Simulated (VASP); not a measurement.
# InSe in VASP: single point with PBE+D3(BJ)

Aim: the single point of InSe with PBE+D3(BJ).

All numbers are computed with VASP 6.6.1; they aren't measurements. Logs are shortened: lines on timing, memory, paths and dates and some standing lists are left out, and cuts for length are marked.

## Step 1: The cell of the first run

The cell holds a slab with vacuum, 4 atoms: a = 4.032 Å, b = 4.032 Å, c = 23.379 Å, α = 90.00°, β = 90.00°, γ = 120.00°.

## Step 2: Single point, PBE+D3(BJ)

Contents of INCAR:

```
ALGO = Normal ; DIPOL = 0.5 0.5 0.500
EDIFF = 1E-6 ; ENCUT = 520
GGA = PE ; IDIPOL = 3
ISIF = 2 ; ISMEAR = 0
IVDW = 12 ; LASPH = T
LCHARG = F ; LDIPOL = T
LREAL = F ; LWAVE = F
NBANDS = 27 ; NELM = 80
PREC = Accurate ; SIGMA = 0.05
```

Contents of KPOINTS:

```
k-points
0
Gamma
  9 9 1
```

Contents of POSCAR:

```
InSe
1.0
    4.0318505824      0.0000000000      0.0000000000
   -2.0159252912      3.4916850287      0.0000000000
    0.0000000000      0.0000000000     23.3792889443
Se In
2 2
Direct
    0.3333333333      0.6666666667      0.3849561046
    0.3333333333      0.6666666667      0.6150438954
    0.0000000000      0.0000000000      0.4402649226
    0.0000000000      0.0000000000      0.5597350097
```

Potentials or basis: VASP PAW PBE potentials, release 64 (Se, In_d).

On the command line:

```sh
$ cat potpaw_PBE.64/Se/POTCAR potpaw_PBE.64/In_d/POTCAR > POTCAR
$ mpirun -np 1 vasp_std > vasp.out
```

OUTCAR:

```text
EDIFF = 1E-6
   ENCUT = 520
   GGA = PE
   ISIF = 2
   ISMEAR = 0
   IVDW = 12
   LASPH = T
   LREAL = F
   NELM = 80
   PREC = Accurate
 IVDW          = 12

 ion  position               nearest neighbor table
   1  0.333  0.667  0.385-   3 2.66   3 2.66   3 2.66
   2  0.333  0.667  0.615-   4 2.66   4 2.66   4 2.66
   3  0.000  0.000  0.440-   1 2.66   1 2.66   1 2.66   4 2.79
   4  0.000  0.000  0.560-   2 2.66   2 2.66   2 2.66   3 2.79

  LATTYP: Found a hexagonal cell.
 ALAT       =     4.0318505824
 C/A-ratio  =     5.7986496440

  Lattice vectors:

 A1 = (   4.0318505824,   0.0000000000,   0.0000000000)
 A2 = (  -2.0159252912,   3.4916850287,   0.0000000000)
 A3 = (   0.0000000000,   0.0000000000,  23.3792889443)

Analysis of symmetry for initial positions (statically):
=====================================================================
 Subroutine PRICEL returns:
 Original cell was already a primitive cell.

 Routine SETGRP: Setting up the symmetry group for a
 hexagonal supercell.

 Subroutine GETGRP returns: Found 12 space group operations
 (whereof 12 operations were pure point group operations)
 out of a pool of 24 trial point group operations.

The static configuration has the point symmetry D_3h.

Analysis of symmetry for dynamics (positions and initial velocities):
=====================================================================
 Subroutine PRICEL returns:
 Original cell was already a primitive cell.

 Routine SETGRP: Setting up the symmetry group for a
 hexagonal supercell.

 Subroutine GETGRP returns: Found 12 space group operations
 (whereof 12 operations were pure point group operations)
 out of a pool of 24 trial point group operations.

The dynamic configuration has the point symmetry D_3h.

 Subroutine INISYM returns: Found 12 space group operations
 (whereof 12 operations are pure point group operations),
 and found     1 'primitive' translations

----------------------------------------------------------------------------------------

                                     Primitive cell

  volume of cell :     329.1325

  direct lattice vectors                    reciprocal lattice vectors
     4.031850582  0.000000000  0.000000000     0.248025064  0.143197338  0.000000000
    -2.015925291  3.491685029  0.000000000     0.000000000  0.286394675  0.000000000
     0.000000000  0.000000000 23.379288944     0.000000000  0.000000000  0.042772901

  length of vectors
     4.031850582  4.031850582 23.379288944     0.286394675  0.286394675  0.042772901

  position of ions in fractional coordinates (direct lattice)
     0.333333333  0.666666667  0.384956105
     0.333333333  0.666666667  0.615043895
     0.000000000  0.000000000  0.440264923
     0.000000000  0.000000000  0.559735010

  ion indices of the primitive-cell ions
   primitive index   ion index
                 1           1
                 2           2
                 3           3
                 4           4

----------------------------------------------------------------------------------------

 KPOINTS: k-points

Automatic generation of k-mesh.
 Grid dimensions read from file:
 generate k-points for:    9    9    1

 Generating k-lattice:

  Cartesian coordinates                     Fractional coordinates (reciprocal lattice)
     0.027558340  0.015910815  0.000000000     0.111111111  0.000000000  0.000000000
     0.000000000  0.031821631  0.000000000     0.000000000  0.111111111  0.000000000
     0.000000000  0.000000000  0.042772901     0.000000000  0.000000000  1.000000000

  Length of vectors
     0.031821631  0.031821631  0.042772901

  Shift w.r.t. Gamma in fractional coordinates (k-lattice)
     0.000000000  0.000000000  0.000000000

 Subroutine IBZKPT returns following result:
 ===========================================

 Found     12 irreducible k-points:

 Following reciprocal coordinates:
            Coordinates               Weight
  0.000000  0.000000  0.000000      1.000000
  0.111111 -0.000000  0.000000      6.000000
  0.222222 -0.000000  0.000000      6.000000
  0.333333 -0.000000  0.000000      6.000000
  0.444444 -0.000000  0.000000      6.000000
  0.111111  0.111111  0.000000      6.000000
  0.222222  0.111111  0.000000     12.000000
  0.333333  0.111111  0.000000     12.000000
  0.444444  0.111111  0.000000      6.000000
  0.222222  0.222222  0.000000      6.000000
  0.333333  0.222222  0.000000     12.000000
  0.333333  0.333333  0.000000      2.000000
   k-points           NKPTS =     12   k-points in BZ     NKDIM =     12   number of bands    NBANDS=     27
   number of dos      NEDOS =    301   number of ions     NIONS =      4
   total plane-waves  NPLWV = 162000
   dimension x,y,z NGX =    30 NGY =   30 NGZ =  180
   dimension x,y,z NGXF=    60 NGYF=   60 NGZF=  360
   ions per type =               2   2
   NGX,Y,Z   is equivalent  to a cutoff of  12.37, 12.37, 12.80 a.u.
   NGXF,Y,Z  is equivalent  to a cutoff of  24.74, 24.74, 25.60 a.u.
 SYSTEM =  unknown system
   PREC   = accura    normal or accurate (medium, high low for compatibility)
   ISTART =      0    job   : 0-new  1-cont  2-samecut
   ICHARG =      2    charge: 1-file 2-atom 10-const
   ISPIN  =      1    spin polarized calculation?
   LNONCOLLINEAR =      F non collinear calculations
   LSORBIT =      F    spin-orbit coupling
   LASPH  =      T    aspherical Exc in radial PAW
   ENCUT  =  520.0 eV  38.22 Ry    6.18 a.u.   7.50  7.50 43.47*2*pi/ulx,y,z
   NELM   =     80;   NELMIN=  2; NELMDL= -5     # of ELM steps
   EDIFF  = 0.1E-05   stopping-criterion for ELM
   LREAL  =      F    real-space projection
   EDIFFG = 0.1E-04   stopping-criterion for IOM
   NSW    =      0    number of steps for IOM
   IBRION =     -1    ionic relax: 0-MD 1-quasi-New 2-CG
   NFREE  =      0    steps in history (QN), initial steepest desc. (CG)
   ISIF   =      2    stress and relaxation
   ISYM   =      2    0-nonsym 1-usesym 2-fastsym
   POTIM  = 0.5000    time-step for ionic-motion
   TEBEG  =    0.0;   TEEND  =   0.0 temperature during run
   PSTRESS=    0.0 pullay stress
   NELECT =      38.0000    total number of electrons
   NUPDOWN=      -1.0000    fix difference up-down
   EMIN   =  10.00;   EMAX   =-10.00  energy-range for DOS
   EFERMI =   0.00;   METHOD = LEGACY
   ISMEAR =     0;   SIGMA  =   0.05  broadening in eV -4-tet -1-fermi 0-gaus
   EFERMI_NEDOS =   21; number of points for ismear=-14 and -15
   IALGO  =     38    algorithm
   IMIX   =      4    mixing-type and parameters
     AMIX     =   0.40;   BMIX     =  1.00
     AMIX_MAG =   1.60;   BMIX_MAG =  1.00
  volume/ion in A,a.u.               =      82.28       555.27
  Fermi-wavevector in a.u.,A,eV,Ry     =   0.797160  1.506415  8.646024  0.635465
  Thomas-Fermi vector in A             =   1.903824
   LORBIT       =      0    0 simple, 1 ext, 2 COOP (PROOUT), +10 PAW based schemes
   GGA     = PE    functional components
   LHFCALC =     F    Hartree Fock is set to
   AEXX    =    0.0000 exact exchange contribution
   IVDW    =    12    specifies the selected vdW correction
   LEPSILON=     F    determine dielectric tensor
   LRPA    =     F    only Hartree local field effects (RPA)
 non-spin polarized calculation
 Gauss-broadening in eV      SIGMA  =   0.05
  energy-cutoff  :      520.00
  volume of cell :      329.13
 maximum number of plane-waves:      8929
 NGX is ok and might be reduce to    30
   NGX = 15   NGY = 15   NGZ = 87

 number of electron      38.0000010 magnetization

 dipolmoment           0.000000      0.000000      0.000009 electrons x Angstroem

 Free energy of the ion-electron system (eV)
  ---------------------------------------------------
  ext. energy  EPLUGINS =         0.00000000
  ---------------------------------------------------
  free energy    TOTEN  =       -14.20454793 eV

  energy without entropy =      -14.20454793  energy(sigma->0) =      -14.20454793

 E-fermi :  -2.4596     XC(G=0):  -3.6128

 val. band max:       -2.6802996417   @ k =   0.1111   0.1111   0.0000
 cond. band min:      -1.0766936311   @ k =   0.0000   0.0000   0.0000
 fundamental gap:      1.6036060106
 Fermi energy:        -2.4596446015

 k-point     1 :       0.0000    0.0000    0.0000
  band No.  band energies     occupation
      1     -16.6953      2.00000
      2     -16.5108      2.00000
      3     -16.5108      2.00000
      4     -16.4277      2.00000
      5     -16.4277      2.00000
      6     -16.4211      2.00000
[... 19 lines left out ...]
     26       3.6563      0.00000
     27       3.6650      0.00000

 k-point     2 :       0.1111   -0.0000    0.0000
  band No.  band energies     occupation
      1     -16.6946      2.00000
      2     -16.5499      2.00000
      3     -16.5092      2.00000
      4     -16.4714      2.00000
      5     -16.4243      2.00000
      6     -16.4194      2.00000
[... 19 lines left out ...]
     26       3.3201      0.00000
     27       3.8402      0.00000

 k-point     3 :       0.2222   -0.0000    0.0000
  band No.  band energies     occupation
      1     -16.7057      2.00000
      2     -16.6181      2.00000
      3     -16.5627      2.00000
      4     -16.5072      2.00000
      5     -16.4322      2.00000
      6     -16.3983      2.00000
[... 19 lines left out ...]
     26       3.4849      0.00000
     27       4.2033      0.00000

 k-point     4 :       0.3333   -0.0000    0.0000
  band No.  band energies     occupation
      1     -16.7554      2.00000
      2     -16.6446      2.00000
      3     -16.6396      2.00000
      4     -16.5076      2.00000
      5     -16.4409      2.00000
      6     -16.3744      2.00000
[... 19 lines left out ...]
     26       3.9788      0.00000
     27       4.8349      0.00000
[... 156 lines left out ...]
      4     -16.5187      2.00000
      5     -16.4317      2.00000
      6     -16.3790      2.00000
[... 19 lines left out ...]
     26       4.5903      0.00000
     27       4.8538      0.00000

 k-point    11 :       0.3333    0.2222    0.0000
  band No.  band energies     occupation
      1     -16.7955      2.00000
      2     -16.6972      2.00000
      3     -16.6388      2.00000
      4     -16.5251      2.00000
      5     -16.4287      2.00000
      6     -16.3757      2.00000
[... 19 lines left out ...]
     26       5.0257      0.00000
     27       5.0437      0.00000

 k-point    12 :       0.3333    0.3333    0.0000
  band No.  band energies     occupation
      1     -16.7999      2.00000
      2     -16.7043      2.00000
      3     -16.6380      2.00000
      4     -16.5307      2.00000
      5     -16.4202      2.00000
      6     -16.3834      2.00000
[... 19 lines left out ...]
     26       4.9410      0.00000
     27       5.3418      0.00000

------------------------ aborting loop because EDIFF is reached ----------------------------------------

 vacuum level on the upper side and lower side of the slab       (xc-potential included)        -0.125        -0.125

 Edisp (eV)   -0.88498

 E8    (eV) :    -0.4265

  FORCE on cell =-STRESS in cart. coord.  units (eV):
  Direction    XX          YY          ZZ          XY          YZ          ZX
  --------------------------------------------------------------------------------------
  -------------------------------------------------------------------------------------
  Total      -0.05959    -0.05959     0.03005     0.00000     0.00000     0.00000
  in kB      -0.29009    -0.29009     0.14627     0.00000     0.00000     0.00000
  external pressure =       -0.14 kB  Pullay stress =        0.00 kB

 VOLUME and BASIS-vectors are now :
 -----------------------------------------------------------------------------
  energy-cutoff  :      520.00
  volume of cell :      329.13
      direct lattice vectors                 reciprocal lattice vectors
     4.031850582  0.000000000  0.000000000     0.248025064  0.143197338  0.000000000
    -2.015925291  3.491685029  0.000000000     0.000000000  0.286394675  0.000000000
     0.000000000  0.000000000 23.379288944     0.000000000  0.000000000  0.042772901

 POSITION                                       TOTAL-FORCE (eV/Angst)
 -----------------------------------------------------------------------------------
     -0.00000      2.32779      9.00000        -0.000000      0.000000     -0.011383
     -0.00000      2.32779     14.37929        -0.000000      0.000000      0.011383
      0.00000      0.00000     10.29308         0.000000     -0.000000      0.001541
      0.00000      0.00000     13.08621         0.000000     -0.000000     -0.001541
 -----------------------------------------------------------------------------------
    total drift:                               -0.000000      0.000000      0.001181

  FREE ENERGIE OF THE ION-ELECTRON SYSTEM (eV)
  ---------------------------------------------------
  free  energy   TOTEN  =       -15.0895237159 eV

  energy  without entropy=      -15.0895237159  energy(sigma->0) =      -15.08952372

 vacuum level on the upper side and lower side of the slab         3.207         3.208
```

Wall time 78 s (1 thread of Intel Xeon 6975P-C (Granite Rapids), shared host); peak memory 0.45 GiB.

Results:

```
Free energy                : -15.0895 eV
Largest force              : 0.011 eV/Å
Band gap on the k mesh     : 1.60 eV, indirect (least direct gap 1.67 eV)
Dispersion energy per atom : -0.221 eV
```

Forces in eV/Å, atoms in the order of the input:
```
Se   0.000  0.000 -0.011
Se   0.000  0.000  0.011
In   0.000  0.000  0.002
In   0.000  0.000 -0.002
```

Levels at points of the mesh, in eV from the valence-band top:
| k point | band 15 | band 16 | band 17 | band 18 | band 19 | band 20 | band 21 | band 22 | band 23 | band 24 |
| --- | --- | --- | --- | --- | --- | --- | --- | --- | --- | --- |
| (0.00, 0.00, 0.00) | -0.46 | -0.46 | -0.39 | -0.39 | -0.07 | 1.60 | 2.82 | 5.06 | 5.06 | 5.60 |

Caveat: spin-orbit coupling is left out, which moves the levels of the heavy elements.
